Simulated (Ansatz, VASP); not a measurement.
**Two plane-wave programs on TiAl3**

```
CELL_PARAMETERS angstrom
4.00773 0.00000 0.00000
0.00000 4.00773 0.00000
0.00000 0.00000 4.00773
ATOMIC_POSITIONS crystal
Ti 0.00000 0.00000 0.00000
Al 0.00000 0.50000 0.50000
Al 0.50000 0.00000 0.50000
Al 0.50000 0.50000 0.00000
```

Alike in both runs: task single point; functional LDA; k mesh 7 × 7 × 7; occupations fermi-dirac, width 0.05 eV; no spin polarisation.

```csv
,VASP,Ansatz
version,VASP 6.6.1,Ansatz 0.2.0
potentials or method,"VASP PAW LDA potentials, release 64 (Ti_sv, Al)",Ansatz PAW
plane-wave cutoff (eV),520,420
valence electrons in the cell,21,21
```

|  | VASP | Ansatz | Ansatz less VASP |
| --- | --- | --- | --- |
| gap on the k mesh at the Fermi level (eV) | none | none | - |
| pressure (GPa) | -7.3 | -7.4 | -0.12 |

LDA's correlation is that of Perdew and Zunger in VASP and of Perdew and Wang (1992) in Ansatz. A gap of «none» marks a metal or a gap that the smearing closes.
